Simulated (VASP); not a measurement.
Runs of VASP 6.6.1 on NaI. Symmetry: Fm-3m, No. 225, cubic system. Conventional cell: a = 6.459 Å, b = 6.459 Å, c = 6.459 Å, α = 90.00°, β = 90.00°, γ = 90.00°. Within 4.2 Å of Na (site symmetry m-3m) lie 6 I at 3.23 Å. I (site symmetry m-3m) has 6 Na at 3.23 Å within 4.2 Å. 

```tsv
level	potentials or basis	spin	gap on the mesh (eV)	pressure (GPa)
LDA	VASP PAW LDA potentials, release 64 (Na_pv, I)	off	(b)	-1.5
PBE	VASP PAW PBE potentials, release 64 (Na_pv, I)	off	3.66	0.5
PBE	VASP PAW PBE potentials, release 64 (Na_pv, I)	non-collinear, zero start, SOC	-	0.6
r2SCAN	VASP PAW PBE potentials, release 64 (Na_pv, I)	off	(a)	-0.1
```

Alike in all rows: task single point; cell as given; k mesh 6 × 6 × 6; cutoff (eV) 520; smearing gaussian 0.01 eV.

**Question.** Fill in the values left out.

**Answer.** (a) 4.46; (b) 3.36.

Caveats: spin-orbit coupling is left out, which moves the levels of the heavy elements (some runs); the PAW data sets were made with another functional, which shifts forces and pressure a little (some runs).

A k mesh can miss the band edges, and rows without SOC leave out spin-orbit coupling on I.
